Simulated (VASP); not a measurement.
# Si (Fd-3m) in VASP: further runs, part 2 of 2

VASP 6.6.1.

### 3 Single point, PBE (volume scaled by 1.08)

The input, INCAR:

```
SYSTEM = Si
PREC = Accurate ; ENCUT = 520
EDIFF = 1E-7 ; ISMEAR = -1
SIGMA = 0.05 ; LREAL = .False.
LASPH = .True. ; NELM = 80
ALGO = Normal ; ISIF = 2
LWAVE = .False. ; LCHARG = .False.
GGA = PE ; NBANDS = 11
```

The input, KPOINTS:

```
regular mesh
0
Gamma
  9 9 9
  0 0 0
```

The input, POSCAR:

```
Si
1.0
    0.0000000000      2.8065706649      2.8065706649
    2.8065706649      0.0000000000      2.8065706649
    2.8065706649      2.8065706649      0.0000000000
Si
2
Direct
    0.5000000000      0.5000000000      0.5000000000
    0.7500000000      0.7500000000      0.7500000000
```

Potentials or basis: VASP PAW PBE potentials, release 64 (Si).

The run is started by

```
cat potpaw_PBE.64/Si/POTCAR > POTCAR
mpirun -np 1 vasp_std > vasp.out
```

OUTCAR:

```text
SYSTEM = Si
   PREC = Accurate
   ENCUT = 520
   EDIFF = 1E-7
   ISMEAR = -1
   LREAL = .False.
   LASPH = .True.
   NELM = 80
   ISIF = 2
   GGA = PE

 ion  position               nearest neighbor table
   1  0.500  0.500  0.500-   2 2.43   2 2.43   2 2.43   2 2.43
   2  0.750  0.750  0.750-   1 2.43   1 2.43   1 2.43   1 2.43

  LATTYP: Found a face centered cubic cell.
 ALAT       =     5.6131413298

  Lattice vectors:

 A1 = (   0.0000000000,   2.8065706649,   2.8065706649)
 A2 = (   2.8065706649,   0.0000000000,   2.8065706649)
 A3 = (   2.8065706649,   2.8065706649,   0.0000000000)

Analysis of symmetry for initial positions (statically):
=====================================================================
 Subroutine PRICEL returns:
 Original cell was already a primitive cell.

 Routine SETGRP: Setting up the symmetry group for a
 face centered cubic supercell.

 Subroutine GETGRP returns: Found 48 space group operations
 (whereof 24 operations were pure point group operations)
 out of a pool of 48 trial point group operations.

The static configuration has the point symmetry T_d .
 The point group associated with its full space group is O_h .

Analysis of symmetry for dynamics (positions and initial velocities):
=====================================================================
 Subroutine PRICEL returns:
 Original cell was already a primitive cell.

 Routine SETGRP: Setting up the symmetry group for a
 face centered cubic supercell.

 Subroutine GETGRP returns: Found 48 space group operations
 (whereof 24 operations were pure point group operations)
 out of a pool of 48 trial point group operations.

The dynamic configuration has the point symmetry T_d .
 The point group associated with its full space group is O_h .

 Subroutine INISYM returns: Found 48 space group operations
 (whereof 24 operations are pure point group operations),
[... 115 lines left out ...]
     AMIX     =   0.40;   BMIX     =  1.00
     AMIX_MAG =   1.60;   BMIX_MAG =  1.00
  volume/ion in A,a.u.               =      22.11       149.18
  Fermi-wavevector in a.u.,A,eV,Ry     =   0.925946  1.749784 11.665301  0.857375
  Thomas-Fermi vector in A             =   2.051855
   LORBIT       =      0    0 simple, 1 ext, 2 COOP (PROOUT), +10 PAW based schemes
   GGA     = PE    functional components
   LHFCALC =     F    Hartree Fock is set to
   AEXX    =    0.0000 exact exchange contribution
   IVDW    =     0    specifies the selected vdW correction
   LEPSILON=     F    determine dielectric tensor
   LRPA    =     F    only Hartree local field effects (RPA)
 non-spin polarized calculation
  energy-cutoff  :      520.00
  volume of cell :       44.21
 maximum number of plane-waves:      1243
 NGX is ok and might be reduce to    30
   NGX = 15   NGY = 15   NGZ = 15

 number of electron       7.9999999 magnetization

 Free energy of the ion-electron system (eV)
  ---------------------------------------------------
  ext. energy  EPLUGINS =         0.00000000
  ---------------------------------------------------
  free energy    TOTEN  =       -10.78307124 eV

  energy without entropy =      -10.78306499  energy(sigma->0) =      -10.78306811

 E-fermi :   5.2275     XC(G=0):  -9.0249

 val. band max:        4.8678412863   @ k =   0.0000   0.0000   0.0000
 cond. band min:       5.6228032254   @ k =   0.4444   0.4444   0.0000
 fundamental gap:      0.7549619391
 Fermi energy:         5.2274735540

 k-point     1 :       0.0000    0.0000    0.0000
  band No.  band energies     occupation
      1      -6.4370      2.00000
      2       4.8678      1.99850
      3       4.8678      1.99850
      4       4.8678      1.99850
      5       7.1377      0.00000
      6       7.3868      0.00000
      7       7.3868      0.00000
      8       7.3868      0.00000
      9      12.4492      0.00000
     10      12.5307      0.00000
     11      12.5307      0.00000
[... 309 lines left out ...]
 k-point    24 :       0.4444    0.4444    0.0000
  band No.  band energies     occupation
      1      -3.3984      2.00000
      2      -1.8289      2.00000
      3       2.3168      2.00000
      4       2.3168      2.00000
      5       5.6228      0.00074
      6       6.0238      0.00000
      7      13.5811      0.00000
      8      13.5811      0.00000
      9      15.8029      0.00000
     10      16.0895      0.00000
     11      16.1194      0.00000

 [... further k-points ...]
[... 5 lines left out ...]
  --------------------------------------------------------------------------------------
  -------------------------------------------------------------------------------------
  Total       -1.6189549     -1.6189549     -1.6189549      0.0000000      0.0000000     -0.0000000
  in kB      -58.6661223    -58.6661223    -58.6661223      0.0000000      0.0000000     -0.0000000
  external PRESSURE =     -58.6661223 kB  Pullay stress =       0.0000000 kB

 VOLUME and BASIS-vectors are now :
 -----------------------------------------------------------------------------
  energy-cutoff  :      520.00
  volume of cell :       44.21
      direct lattice vectors                 reciprocal lattice vectors
     0.000000000  2.806570665  2.806570665    -0.178153362  0.178153362  0.178153362
     2.806570665  0.000000000  2.806570665     0.178153362 -0.178153362  0.178153362
     2.806570665  2.806570665  0.000000000     0.178153362  0.178153362 -0.178153362

 POSITION                                       TOTAL-FORCE (eV/Angst)
 -----------------------------------------------------------------------------------
      2.80657      2.80657      2.80657        -0.000000     -0.000000     -0.000000
      4.20986      4.20986      4.20986         0.000000      0.000000      0.000000
 -----------------------------------------------------------------------------------
    total drift:                                0.000000     -0.000000     -0.000000

  FREE ENERGIE OF THE ION-ELECTRON SYSTEM (eV)
  ---------------------------------------------------
  free  energy   TOTEN  =       -10.7830712411 eV

  energy  without entropy=      -10.7830649884  energy(sigma->0) =      -10.78306811
```

OSZICAR:

```text
N       E                     dE             d eps       ncg     rms          rms(c)
DAV:   1     0.885601664322E+01    0.88560E+01   -0.32225E+03   770   0.581E+02
DAV:   2    -0.102728783004E+02   -0.19129E+02   -0.18204E+02  1017   0.836E+01
DAV:   3    -0.109061830397E+02   -0.63330E+00   -0.63196E+00   988   0.137E+01
DAV:   4    -0.109114395146E+02   -0.52565E-02   -0.52559E-02   907   0.159E+00
DAV:   5    -0.109115023090E+02   -0.62794E-04   -0.62795E-04  1009   0.164E-01    0.428E+00
DAV:   6    -0.108245672284E+02    0.86935E-01   -0.45011E-02   869   0.879E-01    0.259E+00
DAV:   7    -0.107814575075E+02    0.43110E-01   -0.95399E-02   880   0.139E+00    0.136E-01
DAV:   8    -0.107828112977E+02   -0.13538E-02   -0.48080E-03   875   0.362E-01    0.736E-02
DAV:   9    -0.107830496848E+02   -0.23839E-03   -0.24909E-04   939   0.914E-02    0.505E-02
DAV:  10    -0.107830699664E+02   -0.20282E-04   -0.18034E-05   934   0.248E-02    0.387E-03
DAV:  11    -0.107830710437E+02   -0.10774E-05   -0.18667E-06   920   0.704E-03    0.283E-03
DAV:  12    -0.107830711905E+02   -0.14676E-06   -0.46422E-07   875   0.417E-03    0.147E-03
DAV:  13    -0.107830712411E+02   -0.50579E-07   -0.37224E-09   550   0.424E-04
   1 F= -.10783071E+02 E0= -.10783068E+02  d E =-.625265E-05
```

stdout:

```text
POSCAR found type information on POSCAR Si
 POSCAR found :  1 types and       2 ions
 scaLAPACK will be used
 LDA part: xc-table for (Slater+PW92), standard interpolation
 POSCAR, INCAR and KPOINTS ok, starting setup
 FFT: planning ... GRIDC
 FFT: planning ... GRID_SOFT
 FFT: planning ... GRID
 WAVECAR not read
 entering main loop
```

Run time: 9.9 s. Hardware: 1 thread of Intel Xeon Platinum 8488C (Sapphire Rapids), shared host; peak memory 0.16 GiB.

Results:

```yaml
Free_energy: -10.7831 eV
Pressure: -5.9 GPa
Band_gap_on_the_k_mesh: 0.76 eV, indirect (least direct gap 2.27 eV)
```

Caveat: the cell differs from its parent crystal (volume scaled by 1.08). A k mesh can miss the band edges.

### 4 Single point, PBE (volume scaled by 1.12)

The input, INCAR:

```
PREC = Accurate ; ENCUT = 520
EDIFF = 1E-7 ; ISMEAR = -1
SIGMA = 0.05 ; LREAL = F
LASPH = T ; NELM = 60
ALGO = Normal ; ISIF = 2
LWAVE = F ; LCHARG = F
GGA = PE ; NBANDS = 11
```

The input, KPOINTS:

```
regular mesh
0
Gamma
  9 9 9
```

The input, POSCAR:

```
Si
1.0
    0.0000000000      2.8408005099      2.8408005099
    2.8408005099      0.0000000000      2.8408005099
    2.8408005099      2.8408005099      0.0000000000
Si
2
Direct
    0.5000000000      0.5000000000      0.5000000000
    0.7500000000      0.7500000000      0.7500000000
```

Potentials or basis: VASP PAW PBE potentials, release 64 (Si).

The run is started by

```
cat potpaw_PBE.64/Si/POTCAR > POTCAR
mpirun -np 1 vasp_std > vasp.out
```

OUTCAR:

```text
PREC = Accurate
   ENCUT = 520
   EDIFF = 1E-7
   ISMEAR = -1
   LREAL = F
   LASPH = T
   NELM = 60
   ISIF = 2
   GGA = PE

 ion  position               nearest neighbor table
   1  0.500  0.500  0.500-   2 2.46   2 2.46   2 2.46   2 2.46
   2  0.750  0.750  0.750-   1 2.46   1 2.46   1 2.46   1 2.46

  LATTYP: Found a face centered cubic cell.
 ALAT       =     5.6816010198

  Lattice vectors:

[... 521 lines left out ...]
     11      15.6257      0.00000

 [... further k-points ...]

------------------------ aborting loop because EDIFF is reached ----------------------------------------

  FORCE on cell =-STRESS in cart. coord.  units (eV):
  Direction    XX          YY          ZZ          XY          YZ          ZX
  --------------------------------------------------------------------------------------
  -------------------------------------------------------------------------------------
  Total       -2.2665493     -2.2665493     -2.2665493     -0.0000000      0.0000000     -0.0000000
  in kB      -79.1997032    -79.1997032    -79.1997032     -0.0000000      0.0000000     -0.0000000
  external PRESSURE =     -79.1997032 kB  Pullay stress =       0.0000000 kB

 VOLUME and BASIS-vectors are now :
 -----------------------------------------------------------------------------
  energy-cutoff  :      520.00
  volume of cell :       45.85
      direct lattice vectors                 reciprocal lattice vectors
     0.000000000  2.840800510  2.840800510    -0.176006727  0.176006727  0.176006727
     2.840800510  0.000000000  2.840800510     0.176006727 -0.176006727  0.176006727
     2.840800510  2.840800510  0.000000000     0.176006727  0.176006727 -0.176006727

 POSITION                                       TOTAL-FORCE (eV/Angst)
 -----------------------------------------------------------------------------------
      2.84080      2.84080      2.84080         0.000000     -0.000000      0.000000
      4.26120      4.26120      4.26120        -0.000000      0.000000     -0.000000
 -----------------------------------------------------------------------------------
    total drift:                                0.000000     -0.000000     -0.000000

  FREE ENERGIE OF THE ION-ELECTRON SYSTEM (eV)
  ---------------------------------------------------
  free  energy   TOTEN  =       -10.7123125762 eV

  energy  without entropy=      -10.7123085933  energy(sigma->0) =      -10.71231058
```

Wall time 10 s (1 thread of Intel Xeon Platinum 8488C (Sapphire Rapids), shared host); peak memory 0.16 GiB.

What came out:

| Item | Value |
| --- | --- |
| Free energy | -10.7123 eV |
| Pressure | -7.9 GPa |
| Band gap on the k mesh | 0.81 eV, indirect (least direct gap 1.89 eV) |

Levels at points of the mesh, in eV from the valence-band top:
```
           k point  band 2  band 3  band 4  band 5  band 6  band 7
(0.00, 0.00, 0.00)    0.00    0.00    0.00    1.89    2.50    2.50
```

Caveat: the cell differs from its parent crystal (volume scaled by 1.12). A k mesh can miss the band edges.

### 5 Relaxation of cell and atoms, PBE

This run uses another cell than the first one, of 20.02 Å³/atom, 0.940 times its volume.

The input, INCAR:

```
SYSTEM = Si
PREC     = Accurate       ! precision mode
ENCUT    = 600            ! plane-wave cutoff, eV
EDIFF    = 1E-6           ! SCF threshold, eV
ISMEAR   = -1             ! smearing method
SIGMA    = 0.05           ! smearing width, eV
LREAL    = .False.        ! projectors in reciprocal space
LASPH    = .True.         ! aspherical terms in the spheres
NELM     = 60             ! most SCF steps
ALGO     = Normal         ! electronic algorithm
ISIF     = 3              ! what is computed and relaxed
LWAVE    = .False.        ! write WAVECAR
LCHARG   = .False.        ! write CHGCAR
GGA      = PE             ! functional
IBRION   = 2              ! ionic algorithm
NSW      = 80             ! ionic steps
EDIFFG   = -0.01          ! ionic threshold
```

The input, KPOINTS:

```
regular mesh
0
Gamma
  6 6 6
  0 0 0
```

The input, POSCAR:

```
Si
1.0
    0.0000000000      2.7153500000      2.7153500000
    2.7153500000      0.0000000000      2.7153500000
    2.7153500000      2.7153500000      0.0000000000
Si
2
Direct
    0.5000000000      0.5000000000      0.5000000000
    0.7500000000      0.7500000000      0.7500000000
```

The run is started by

```
cat potpaw_PBE.64/Si/POTCAR > POTCAR
mpirun -np 1 vasp_std > vasp.out
```

Run time: 7.2 s. Hardware: 1 thread of Intel Xeon Platinum 8488C (Sapphire Rapids), shared host; peak memory 0.16 GiB.

The run converged. Its results:

```yaml
Free_energy: -10.8264 eV
Relaxed_volume: 20.46 Å³/atom
Relaxed_cell: a = 3.868 Å, b = 3.868 Å, c = 3.868 Å, α = 60.00°, β = 60.00°, γ = 60.00°
Space_group_after_relaxing_to_0.05_Å: Fd-3m (No. 227)
Energy_gained_by_relaxing: 2.7 meV/atom
Ionic_steps: 3
Pressure_after_relaxing: 0.0 GPa
Band_gap_on_the_k_mesh: 0.75 eV, indirect (least direct gap 2.55 eV)
```

Step by step:
| step | energy change (eV) | largest force (eV/Å) | pressure (GPa) | volume (Å³) |
| --- | --- | --- | --- | --- |
| 1 | 0.0000 | 0.0000 | 2.03 | 40.04 |
| 2 | -0.0029 | 0.0000 | -1.28 | 41.53 |
| 3 | -0.0054 | 0.0000 | 0.01 | 40.91 |

Final structure:
```xyz
2
Lattice="0.0000 2.7349 2.7349 2.7349 0.0000 2.7349 2.7349 2.7349 0.0000" Properties=species:S:1:pos:R:3 pbc="T T T"
Si    2.7349    2.7349    2.7349
Si    4.1024    4.1024    4.1024
```

Levels at points of the mesh, in eV from the valence-band top:
| k point | band 2 | band 3 | band 4 | band 5 | band 6 | band 7 |
| --- | --- | --- | --- | --- | --- | --- |
| (0.00, 0.00, 0.00) | 0.00 | 0.00 | 0.00 | 2.55 | 2.55 | 2.55 |
| (0.50, 0.00, 0.00) | -6.87 | -1.18 | -1.18 | 1.46 | 3.35 | 3.35 |
| (0.50, 0.50, 0.00) | -7.75 | -2.79 | -2.79 | 0.75 | 0.75 | 9.93 |

A k mesh can miss the band edges. Zero-point motion and thermal expansion aren't in these numbers.

### 6 Single point, PBE

This run uses another cell than the first one, of 20.47 Å³/atom, 0.962 times its volume.

The input, INCAR:

```
PREC = Accurate
ENCUT = 520
EDIFF = 1E-6
ISMEAR = -1
SIGMA = 0.05
LREAL = F
LASPH = T
NELM = 60
ALGO = Normal
ISIF = 2
LWAVE = F
LCHARG = F
GGA = PE
NBANDS = 11
```

The input, KPOINTS:

```
Automatic mesh
0
Gamma
  2 2 2
```

The input, POSCAR:

```
Si
1.0
    0.0000000000      2.7354874751      2.7354874751
    2.7354874751      0.0000000000      2.7354874751
    2.7354874751      2.7354874751      0.0000000000
Si
2
Direct
    0.5000000000      0.5000000000      0.5000000000
    0.7500000000      0.7500000000      0.7500000000
```

Potentials or basis: VASP PAW PBE potentials, release 64 (Si).

The run is started by

```
cat potpaw_PBE.64/Si/POTCAR > POTCAR
mpirun -np 1 vasp_std > vasp.out
```

OUTCAR:

```text
PREC = Accurate
   ENCUT = 520
   EDIFF = 1E-6
   ISMEAR = -1
   LREAL = F
   LASPH = T
   NELM = 60
   ISIF = 2
   GGA = PE

 ion  position               nearest neighbor table
   1  0.500  0.500  0.500-   2 2.37   2 2.37   2 2.37   2 2.37
   2  0.750  0.750  0.750-   1 2.37   1 2.37   1 2.37   1 2.37

  LATTYP: Found a face centered cubic cell.
 ALAT       =     5.4709749502

  Lattice vectors:

[... 204 lines left out ...]
     10      16.7694      0.00000
     11      18.2043      0.00000

------------------------ aborting loop because EDIFF is reached ----------------------------------------

  FORCE on cell =-STRESS in cart. coord.  units (eV):
  Direction    XX          YY          ZZ          XY          YZ          ZX
  --------------------------------------------------------------------------------------
  -------------------------------------------------------------------------------------
  Total        1.8611386      1.8611386      1.8611386     -0.0000000     -0.0000000      0.0000000
  in kB       72.8375118     72.8375118     72.8375118     -0.0000000     -0.0000000      0.0000000
  external PRESSURE =      72.8375118 kB  Pullay stress =       0.0000000 kB

 VOLUME and BASIS-vectors are now :
 -----------------------------------------------------------------------------
  energy-cutoff  :      520.00
  volume of cell :       40.94
      direct lattice vectors                 reciprocal lattice vectors
     0.000000000  2.735487475  2.735487475    -0.182782778  0.182782778  0.182782778
     2.735487475  0.000000000  2.735487475     0.182782778 -0.182782778  0.182782778
     2.735487475  2.735487475  0.000000000     0.182782778  0.182782778 -0.182782778

 POSITION                                       TOTAL-FORCE (eV/Angst)
 -----------------------------------------------------------------------------------
      2.73549      2.73549      2.73549         0.000000      0.000000      0.000000
      4.10323      4.10323      4.10323        -0.000000     -0.000000     -0.000000
 -----------------------------------------------------------------------------------
    total drift:                                0.000000     -0.000000     -0.000000

  FREE ENERGIE OF THE ION-ELECTRON SYSTEM (eV)
  ---------------------------------------------------
  free  energy   TOTEN  =        -8.3391497850 eV

  energy  without entropy=       -8.3378996601  energy(sigma->0) =       -8.33852472
```

OSZICAR:

```text
N       E                     dE             d eps       ncg     rms          rms(c)
DAV:   1     0.102507833492E+02    0.10251E+02   -0.35372E+03    66   0.614E+02
DAV:   2    -0.807272315259E+01   -0.18324E+02   -0.16811E+02    80   0.749E+01
DAV:   3    -0.868244534247E+01   -0.60972E+00   -0.60658E+00    97   0.134E+01
DAV:   4    -0.868663301103E+01   -0.41877E-02   -0.41857E-02    91   0.112E+00
DAV:   5    -0.868665357935E+01   -0.20568E-04   -0.20568E-04    83   0.504E-02    0.546E+00
DAV:   6    -0.843911538815E+01    0.24754E+00   -0.10633E-01    66   0.152E+00    0.337E+00
DAV:   7    -0.833204176719E+01    0.10707E+00   -0.22490E-01    78   0.242E+00    0.274E-01
DAV:   8    -0.833816652069E+01   -0.61248E-02   -0.16735E-02    72   0.685E-01    0.100E-01
DAV:   9    -0.833908457587E+01   -0.91806E-03   -0.79600E-04    72   0.173E-01    0.749E-02
DAV:  10    -0.833914232745E+01   -0.57752E-04   -0.39755E-05    72   0.421E-02    0.906E-03
DAV:  11    -0.833914974059E+01   -0.74131E-05   -0.19784E-05    72   0.194E-02    0.419E-03
DAV:  12    -0.833914978505E+01   -0.44459E-07   -0.45897E-07    59   0.412E-03
   1 F= -.83391498E+01 E0= -.83385247E+01  d E =-.125012E-02
```

stdout:

```text
POSCAR found type information on POSCAR Si
 POSCAR found :  1 types and       2 ions
 scaLAPACK will be used
 LDA part: xc-table for (Slater+PW92), standard interpolation
 POSCAR, INCAR and KPOINTS ok, starting setup
 FFT: planning ... GRIDC
 FFT: planning ... GRID_SOFT
 FFT: planning ... GRID
 WAVECAR not read
 entering main loop
```

Run time: 2.2 s. Hardware: 1 thread of Intel Xeon Platinum 8488C (Sapphire Rapids), shared host; peak memory 0.15 GiB.

What came out:

* Free energy: -8.3391 eV
* Pressure: 7.3 GPa
* Band gap on the k mesh: 0.64 eV, indirect (least direct gap 2.44 eV)

Levels at points of the mesh, in eV from the valence-band top:
```tsv
k point	band 1	band 2	band 3	band 4	band 5	band 6	band 7	band 8	band 9
(0.00, 0.00, 0.00)	-11.86	0.00	0.00	0.00	2.44	2.44	2.44	3.14	7.56
(0.50, 0.00, 0.00)	-9.57	-6.93	-1.21	-1.21	1.42	3.21	3.21	7.62	10.39
(0.50, 0.50, 0.00)	-7.77	-7.77	-2.85	-2.85	0.64	0.64	9.87	9.87	10.87
```

Caveat: the k points lie up to 0.99 Å⁻¹ apart. A k mesh can miss the band edges.

### 7 Overview

```tsv
task	cell	k mesh	cutoff (eV)	gap on the mesh (eV)	pressure (GPa)
single point	a = 3.919 Å, angles 60.0°, 2 atoms	9 × 9 × 9	520	0.69	-3.3
single point	a = 3.969 Å, angles 60.0°, 2 atoms	9 × 9 × 9	520	0.76	-5.9
single point	a = 4.017 Å, angles 60.0°, 2 atoms	9 × 9 × 9	520	0.81	-7.9
relaxation of cell and atoms	relaxed from a = 3.840 Å, angles 60.0°, 2 atoms	6 × 6 × 6	600	0.75	0.0
single point	a = 3.869 Å, angles 60.0°, 2 atoms	2 × 2 × 2	520	0.64	7.3
```

Alike in all rows: level PBE; potentials or basis VASP PAW PBE potentials, release 64 (Si); no spin polarisation; smearing fermi-dirac 0.05 eV.

Caveats: some runs use coarse meshes.

Total energies depend on the potentials used, so only differences within one code and one set of settings carry meaning.
